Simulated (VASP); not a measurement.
H2CO, 24 atoms in the cell. The cell holds a disordered packing, 24 atoms: a = 7.807 Å, b = 7.807 Å, c = 7.807 Å, α = 90.00°, β = 90.00°, γ = 90.00°. 

* Program: VASP 6.6.1
* Task: single point
* Functional: PBE
* Potentials or basis: VASP PAW PBE potentials, release 64 (O, C, H)
* Cutoff: 520 eV
* k mesh: 1 × 1 × 1
* Occupations: fermi-dirac, width 0.05 eV
* Spin: no spin polarisation
* Dipole correction: no
* Further INCAR settings: LREAL = Auto; ALGO = Normal; EDIFF = 1e-06; NBANDS = 54

Potentials or basis: VASP PAW PBE potentials, release 64 (O, C, H).

The run is started by

```console
$ cat potpaw_PBE.64/O/POTCAR potpaw_PBE.64/C/POTCAR potpaw_PBE.64/H/POTCAR > POTCAR
$ mpirun -np 1 vasp_gam > vasp.out
```

Hardware: 1 thread of Intel(R) Xeon(R) Platinum 8259CL CPU @ 2.50GHz (Skylake/Cascade Lake), with other jobs on the host.

Task: Estimate the wall time of this run.

Result: Wall time 56 s on 1 thread of Intel(R) Xeon(R) Platinum 8259CL CPU @ 2.50GHz (Skylake/Cascade Lake), with other jobs on the host, peak memory 0.47 GiB. Counts: scf iterations 17, k points 1.
